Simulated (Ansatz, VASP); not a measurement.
Ta3Cr in VASP and in Ansatz

```
CELL_PARAMETERS angstrom
0.00000 3.20845 3.20845
3.20845 0.00000 3.20845
3.20845 3.20845 0.00000
ATOMIC_POSITIONS crystal
Ta 0.25000 0.25000 0.25000
Ta 0.75000 0.75000 0.75000
Ta 0.50000 0.50000 0.50000
Cr 0.00000 0.00000 0.00000
```

Alike in both runs: task relaxation of cell and atoms; functional PBE; k mesh 12 × 12 × 12; occupations gaussian, width 0.1 eV; no spin polarisation.

|  | VASP | Ansatz |
| --- | --- | --- |
| version | VASP 6.6.1 | Ansatz 0.2.0 |
| potentials or method | VASP PAW PBE potentials, release 64 (Ta_pv, Cr_pv), cutoff 600 eV | scalar-relativistic, plane waves, PAW |
| valence electrons in the cell | 45 | 53 |

Ansatz gave:

```
gap on the k mesh at the Fermi level, each at its own relaxed structure (eV) : none
relaxed volume (Å³/atom)                                                     : 16.63
relaxed cell length with the largest relative difference (Å)                 : 4.548
```

Estimate VASP's values.

gap on the k mesh at the Fermi level, each at its own relaxed structure (eV): none; relaxed volume (Å³/atom): 16.64; relaxed cell length with the largest relative difference (Å): 4.549.

A gap of «none» marks a metal or a gap that the smearing closes. VASP's potentials hold 45 valence electrons a cell and Ansatz's 53, so a difference there can come from the potentials and not from the codes.

Spin-orbit coupling is off throughout.
